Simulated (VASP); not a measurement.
A run of VASP 6.6.1 is set up as follows.

File INCAR:

```
PREC     = Accurate       # precision mode
ENCUT    = 520            # plane-wave cutoff, eV
EDIFF    = 1E-6           # SCF threshold, eV
ISMEAR   = 0              # smearing method
SIGMA    = 0.15           # smearing width, eV
LREAL    = False          # projectors in reciprocal space
LASPH    = True           # aspherical terms in the spheres
NELM     = 100            # most SCF steps
ALGO     = Fast           # electronic algorithm
ISIF     = 2              # what is computed and relaxed
LWAVE    = False          # write WAVECAR
LCHARG   = False          # write CHGCAR
GGA      = PE             # functional
NBANDS   = 13             # bands
```

KPOINTS

```
Automatic mesh
0
Gamma
  16 16 16
```

Contents of POSCAR:

```
Pb
1.0
    0.0000000000      2.4512765000      2.4698000000
    2.4883235000      0.0000000000      2.4698000000
    2.4883235000      2.4512765000      0.0000000000
Pb
1
Direct
    0.0000000000      0.0000000000      0.0000000000
```

Potentials or basis: VASP PAW PBE potentials, release 64 (Pb_d).

Run with:

```bash
$ cat potpaw_PBE.64/Pb_d/POTCAR > POTCAR
$ mpirun -np 1 vasp_std > vasp.out
```

Predict the pressure.

2.7 GPa.

What does it give for the band gap on the k mesh?

Zero (bands 7 and 8 overlap by 9.20 eV).

Stress tensor (GPa, compression positive):
```
2.53 0.00 0.00
0.00 2.79 0.00
0.00 0.00 2.64
```

Caveat: the cell differs from its parent crystal (strain +0.0075 x Voigt [1, -1, 0, 0, 0, 0]); spin-orbit coupling is left out, which moves the levels of the heavy elements.
